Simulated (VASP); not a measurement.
Here is a VASP 6.6.1 calculation.

Contents of INCAR:

```
SYSTEM = NiO
PREC = Accurate ; ENCUT = 520
EDIFF = 1E-6 ; ISMEAR = 0
SIGMA = 0.05 ; LREAL = .False.
LASPH = .True. ; NELM = 100
ALGO = Normal ; ISIF = 2
LWAVE = .False. ; LCHARG = .False.
GGA = PE ; NBANDS = 15
```

File KPOINTS:

```
regular mesh
0
Gamma
  14 14 14
  0 0 0
```

Contents of POSCAR:

```
NiO
1.0
    0.0000000000      2.0934029142      2.0934029142
    2.0934029142      0.0000000000      2.0934029142
    2.0934029142      2.0934029142      0.0000000000
Ni O
1 1
Direct
    0.0000000000      0.0000000000      0.0000000000
    0.5000000000      0.5000000000      0.5000000000
```

Potentials or basis: VASP PAW PBE potentials, release 64 (Ni, O).

Command:

```bash
$ cat potpaw_PBE.64/Ni/POTCAR potpaw_PBE.64/O/POTCAR > POTCAR
$ mpirun -np 1 vasp_std > vasp.out
```

(1) What does it give for the band gap on the k mesh?

(2) Predict the pressure.

Answers

(1) zero (band 8 reaches 9.03 eV, above the bottom of band 9 at 6.24 eV).

(2) -3.7 GPa.

Caveat: the run has no spin polarisation, though such a crystal can be magnetic; semilocal functionals often make such compounds metallic where correlation or magnetic order opens a gap, which also shifts bond lengths.
